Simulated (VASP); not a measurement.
# AlP (gw) (F-43m) in VASP: notebook

AlP (gw) is run at these levels: PBEsol; tasks: single point.

Program: VASP 6.6.1. These are calculated values, not measurements. Logs are shortened: lines on timing, memory, paths and dates and some standing lists are left out, and cuts for length are marked.

## 1. The cell of the first run

It takes space group F-43m (No. 216, cubic). The conventional cell has a = 5.470 Å, b = 5.470 Å, c = 5.470 Å, α = 90.00°, β = 90.00°, γ = 90.00°. Al (site symmetry -43m) has 4 P at 2.37 Å within 3.1 Å. Within 3.1 Å of P (site symmetry -43m) lie 4 Al at 2.37 Å.

## 2. Single point, PBEsol

The input, INCAR:

```
SYSTEM = AlP
PREC     = Accurate       ! precision mode
ENCUT    = 500            ! plane-wave cutoff, eV
EDIFF    = 1E-6           ! SCF threshold, eV
ISMEAR   = 0              ! smearing method
SIGMA    = 0.01           ! smearing width, eV
LREAL    = .False.        ! projectors in reciprocal space
LASPH    = .True.         ! aspherical terms in the spheres
NELM     = 120            ! most SCF steps
ALGO     = Normal         ! electronic algorithm
ISIF     = 2              ! what is computed and relaxed
LWAVE    = .False.        ! write WAVECAR
LCHARG   = .True.         ! write CHGCAR
GGA      = PS             ! functional
LELF     = .True.         ! ELF
LVHAR    = .True.       
NBANDS   = 11             ! bands
GGA_COMPAT= .False.
```

The input, KPOINTS:

```
Automatic mesh
0
Gamma
  4 4 4
  0 0 0
```

The input, POSCAR:

```
AlP
1.0
    0.0000000000      2.7351565848      2.7351565848
    2.7351565848      0.0000000000      2.7351565848
    2.7351565848      2.7351565848      0.0000000000
Al P
1 1
Direct
    0.0000000000      0.0000000000      0.0000000000
    0.2500000000      0.2500000000      0.2500000000
```

Potentials or basis: VASP PAW PBE potentials, release 64 (Al, P).

Launch:

```
cat potpaw_PBE.64/Al/POTCAR potpaw_PBE.64/P/POTCAR > POTCAR
mpirun -np 1 vasp_std > vasp.out
```

OUTCAR:

```text
SYSTEM = AlP
   PREC = Accurate
   ENCUT = 500
   EDIFF = 1E-6
   ISMEAR = 0
   LREAL = .False.
   LASPH = .True.
   NELM = 120
   ISIF = 2
   GGA = PS

 ion  position               nearest neighbor table
   1  0.000  0.000  0.000-   2 2.37   2 2.37   2 2.37   2 2.37
   2  0.250  0.250  0.250-   1 2.37   1 2.37   1 2.37   1 2.37

  LATTYP: Found a face centered cubic cell.
 ALAT       =     5.4703131696

  Lattice vectors:

 A1 = (   0.0000000000,   2.7351565848,   2.7351565848)
 A2 = (   2.7351565848,   0.0000000000,   2.7351565848)
 A3 = (   2.7351565848,   2.7351565848,   0.0000000000)

Analysis of symmetry for initial positions (statically):
=====================================================================
 Subroutine PRICEL returns:
 Original cell was already a primitive cell.

 Routine SETGRP: Setting up the symmetry group for a
 face centered cubic supercell.

 Subroutine GETGRP returns: Found 24 space group operations
 (whereof 24 operations were pure point group operations)
 out of a pool of 48 trial point group operations.

The static configuration has the point symmetry T_d .

Analysis of symmetry for dynamics (positions and initial velocities):
=====================================================================
 Subroutine PRICEL returns:
 Original cell was already a primitive cell.

 Routine SETGRP: Setting up the symmetry group for a
 face centered cubic supercell.

 Subroutine GETGRP returns: Found 24 space group operations
 (whereof 24 operations were pure point group operations)
 out of a pool of 48 trial point group operations.

The dynamic configuration has the point symmetry T_d .

 Subroutine INISYM returns: Found 24 space group operations
 (whereof 24 operations are pure point group operations),
 and found     1 'primitive' translations

----------------------------------------------------------------------------------------

                                     Primitive cell

  volume of cell :      40.9239

  direct lattice vectors                    reciprocal lattice vectors
     0.000000000  2.735156585  2.735156585    -0.182804891  0.182804891  0.182804891
     2.735156585  0.000000000  2.735156585     0.182804891 -0.182804891  0.182804891
     2.735156585  2.735156585  0.000000000     0.182804891  0.182804891 -0.182804891

  length of vectors
     3.868095537  3.868095537  3.868095537     0.316627358  0.316627358  0.316627358

  position of ions in fractional coordinates (direct lattice)
     0.000000000  0.000000000  0.000000000
     0.250000000  0.250000000  0.250000000

  ion indices of the primitive-cell ions
   primitive index   ion index
                 1           1
                 2           2

----------------------------------------------------------------------------------------

 KPOINTS: Automatic mesh

Automatic generation of k-mesh.
 Grid dimensions read from file:
 generate k-points for:    4    4    4

 Generating k-lattice:

  Cartesian coordinates                     Fractional coordinates (reciprocal lattice)
    -0.045701223  0.045701223  0.045701223     0.250000000  0.000000000  0.000000000
     0.045701223 -0.045701223  0.045701223     0.000000000  0.250000000  0.000000000
     0.045701223  0.045701223 -0.045701223     0.000000000  0.000000000  0.250000000

  Length of vectors
     0.079156840  0.079156840  0.079156840

  Shift w.r.t. Gamma in fractional coordinates (k-lattice)
     0.000000000  0.000000000  0.000000000

 Subroutine IBZKPT returns following result:
 ===========================================

 Found      8 irreducible k-points:

 Following reciprocal coordinates:
            Coordinates               Weight
  0.000000  0.000000  0.000000      1.000000
  0.250000  0.000000  0.000000      8.000000
  0.500000  0.000000  0.000000      4.000000
  0.250000  0.250000  0.000000      6.000000
  0.500000  0.250000  0.000000     24.000000
 -0.250000  0.250000  0.000000     12.000000
  0.500000  0.500000  0.000000      3.000000
 -0.250000  0.500000  0.250000      6.000000
   k-points           NKPTS =      8   k-points in BZ     NKDIM =      8   number of bands    NBANDS=     11
   number of dos      NEDOS =    301   number of ions     NIONS =      2
   total plane-waves  NPLWV =  21952
   dimension x,y,z NGX =    28 NGY =   28 NGZ =   28
   dimension x,y,z NGXF=    56 NGYF=   56 NGZF=   56
   ions per type =               1   1
   NGX,Y,Z   is equivalent  to a cutoff of  12.03, 12.03, 12.03 a.u.
   NGXF,Y,Z  is equivalent  to a cutoff of  24.07, 24.07, 24.07 a.u.
 SYSTEM =  AlP
   PREC   = accura    normal or accurate (medium, high low for compatibility)
   ISTART =      0    job   : 0-new  1-cont  2-samecut
   ICHARG =      2    charge: 1-file 2-atom 10-const
   ISPIN  =      1    spin polarized calculation?
   LNONCOLLINEAR =      F non collinear calculations
   LSORBIT =      F    spin-orbit coupling
   LASPH  =      T    aspherical Exc in radial PAW
   ENCUT  =  500.0 eV  36.75 Ry    6.06 a.u.   7.05  7.05  7.05*2*pi/ulx,y,z
   NELM   =    120;   NELMIN=  2; NELMDL= -5     # of ELM steps
   EDIFF  = 0.1E-05   stopping-criterion for ELM
   LREAL  =      F    real-space projection
   EDIFFG = 0.1E-04   stopping-criterion for IOM
   NSW    =      0    number of steps for IOM
   IBRION =     -1    ionic relax: 0-MD 1-quasi-New 2-CG
   NFREE  =      0    steps in history (QN), initial steepest desc. (CG)
   ISIF   =      2    stress and relaxation
   ISYM   =      2    0-nonsym 1-usesym 2-fastsym
   POTIM  = 0.5000    time-step for ionic-motion
   TEBEG  =    0.0;   TEEND  =   0.0 temperature during run
   PSTRESS=    0.0 pullay stress
   NELECT =       8.0000    total number of electrons
   NUPDOWN=      -1.0000    fix difference up-down
   EMIN   =  10.00;   EMAX   =-10.00  energy-range for DOS
   EFERMI =   0.00;   METHOD = LEGACY
   ISMEAR =     0;   SIGMA  =   0.01  broadening in eV -4-tet -1-fermi 0-gaus
   EFERMI_NEDOS =   21; number of points for ismear=-14 and -15
   IALGO  =     38    algorithm
   IMIX   =      4    mixing-type and parameters
     AMIX     =   0.40;   BMIX     =  1.00
     AMIX_MAG =   1.60;   BMIX_MAG =  1.00
  volume/ion in A,a.u.               =      20.46       138.08
  Fermi-wavevector in a.u.,A,eV,Ry     =   0.950122  1.795470 12.282408  0.902732
  Thomas-Fermi vector in A             =   2.078469
   LORBIT       =      0    0 simple, 1 ext, 2 COOP (PROOUT), +10 PAW based schemes
   GGA     = PS    functional components
   LHFCALC =     F    Hartree Fock is set to
   AEXX    =    0.0000 exact exchange contribution
   IVDW    =     0    specifies the selected vdW correction
   LEPSILON=     F    determine dielectric tensor
   LRPA    =     F    only Hartree local field effects (RPA)
 non-spin polarized calculation
 Gauss-broadening in eV      SIGMA  =   0.01
  energy-cutoff  :      500.00
  volume of cell :       40.92
 maximum number of plane-waves:      1056
   NGX = 15   NGY = 15   NGZ = 15

 number of electron       8.0000000 magnetization

 Free energy of the ion-electron system (eV)
  ---------------------------------------------------
  ext. energy  EPLUGINS =         0.00000000
  ---------------------------------------------------
  free energy    TOTEN  =       -10.89411416 eV

  energy without entropy =      -10.89411416  energy(sigma->0) =      -10.89411416

 E-fermi :   4.6289     XC(G=0):  -9.3289

 val. band max:        4.5242050758   @ k =   0.0000   0.0000   0.0000
 cond. band min:       5.9431617254   @ k =   0.5000   0.5000   0.0000
 fundamental gap:      1.4189566496
 Fermi energy:         4.6288597981

 k-point     1 :       0.0000    0.0000    0.0000
  band No.  band energies     occupation
      1      -6.9774      2.00000
      2       4.5242      2.00000
      3       4.5242      2.00000
      4       4.5242      2.00000
      5       7.6697      0.00000
      6       9.0004      0.00000
      7       9.0004      0.00000
      8       9.0004      0.00000
      9      13.2961      0.00000
     10      13.2961      0.00000
     11      14.5526      0.00000

 k-point     2 :       0.2500    0.0000    0.0000
  band No.  band energies     occupation
      1      -6.3170      2.00000
      2       1.3163      2.00000
      3       4.0775      2.00000
      4       4.0775      2.00000
      5       7.7286      0.00000
      6       9.5856      0.00000
      7       9.5856      0.00000
      8      11.3215      0.00000
      9      12.7542      0.00000
     10      12.7542      0.00000
     11      14.6502      0.00000

 k-point     3 :       0.5000    0.0000    0.0000
  band No.  band energies     occupation
      1      -5.2849      2.00000
      2      -1.0517      2.00000
      3       3.7558      2.00000
      4       3.7558      2.00000
      5       7.2158      0.00000
      6       9.2422      0.00000
      7       9.2422      0.00000
      8      12.5651      0.00000
      9      16.0027      0.00000
     10      16.0027      0.00000
     11      16.1575      0.00000

 k-point     4 :       0.2500    0.2500    0.0000
  band No.  band energies     occupation
      1      -6.0899      2.00000
      2       1.6098      2.00000
      3       3.2202      2.00000
      4       3.2202      2.00000
      5       7.2626      0.00000
      6       8.4784      0.00000
      7      11.5275      0.00000
      8      11.5275      0.00000
      9      12.3802      0.00000
     10      14.4738      0.00000
     11      18.0226      0.00000

 k-point     5 :       0.5000    0.2500    0.0000
  band No.  band energies     occupation
      1      -5.0211      2.00000
      2      -0.4108      2.00000
      3       1.8247      2.00000
      4       2.9603      2.00000
      5       7.1810      0.00000
      6       9.7242      0.00000
      7      11.3124      0.00000
      8      11.5550      0.00000
      9      15.1872      0.00000
     10      16.0580      0.00000
     11      17.7359      0.00000

 k-point     6 :      -0.2500    0.2500    0.0000
  band No.  band energies     occupation
      1      -5.4095      2.00000
      2       0.1497      2.00000
      3       1.6555      2.00000
      4       3.6752      2.00000
      5       8.1758      0.00000
      6      10.4999      0.00000
      7      10.6367      0.00000
      8      11.0178      0.00000
      9      12.0582      0.00000
     10      15.4572      0.00000
     11      17.6439      0.00000

 k-point     7 :       0.5000    0.5000    0.0000
  band No.  band energies     occupation
      1      -4.6176      2.00000
      2      -0.8163      2.00000
      3       2.4012      2.00000
      4       2.4012      2.00000
      5       5.9432      0.00000
      6       6.8682      0.00000
      7      15.4498      0.00000
      8      15.4498      0.00000
      9      16.4114      0.00000
     10      16.5671      0.00000
     11      16.5671      0.00000

 k-point     8 :      -0.2500    0.5000    0.2500
  band No.  band energies     occupation
      1      -4.5663      2.00000
      2      -0.4195      2.00000
      3       1.3073      2.00000
      4       1.6621      2.00000
      5       8.7232      0.00000
      6      10.3900      0.00000
      7      10.5475      0.00000
      8      10.7757      0.00000
      9      15.6592      0.00000
     10      16.4408      0.00000
     11      17.6716      0.00000

------------------------ aborting loop because EDIFF is reached ----------------------------------------

  FORCE on cell =-STRESS in cart. coord.  units (eV):
  Direction    XX          YY          ZZ          XY          YZ          ZX
  --------------------------------------------------------------------------------------
  -------------------------------------------------------------------------------------
  Total        0.1160639      0.1160639      0.1160639     -0.0000000     -0.0000000      0.0000000
  in kB        4.5439246      4.5439246      4.5439246     -0.0000000     -0.0000000      0.0000000
  external PRESSURE =       4.5439246 kB  Pullay stress =       0.0000000 kB

 VOLUME and BASIS-vectors are now :
 -----------------------------------------------------------------------------
  energy-cutoff  :      500.00
  volume of cell :       40.92
      direct lattice vectors                 reciprocal lattice vectors
     0.000000000  2.735156585  2.735156585    -0.182804891  0.182804891  0.182804891
     2.735156585  0.000000000  2.735156585     0.182804891 -0.182804891  0.182804891
     2.735156585  2.735156585  0.000000000     0.182804891  0.182804891 -0.182804891

 POSITION                                       TOTAL-FORCE (eV/Angst)
 -----------------------------------------------------------------------------------
      0.00000      0.00000      0.00000        -0.000000     -0.000000      0.000000
      1.36758      1.36758      1.36758         0.000000      0.000000     -0.000000
 -----------------------------------------------------------------------------------
    total drift:                                0.000000      0.000000      0.000000

  FREE ENERGIE OF THE ION-ELECTRON SYSTEM (eV)
  ---------------------------------------------------
  free  energy   TOTEN  =       -10.8941141581 eV

  energy  without entropy=      -10.8941141581  energy(sigma->0) =      -10.89411416
```

Wall time 7.5 s (1 thread of Intel Xeon 8259CL, shared host); peak memory 0.15 GiB.

Results:

```yaml
Free_energy: -10.8941 eV
Pressure: 0.5 GPa
Band_gap_on_the_k_mesh: 1.42 eV, indirect (least direct gap 3.15 eV)
```

Caveat: the k points lie up to 0.50 Å⁻¹ apart; the PAW data sets were made with another functional, which shifts forces and pressure a little.

[end of part 1 of 2]
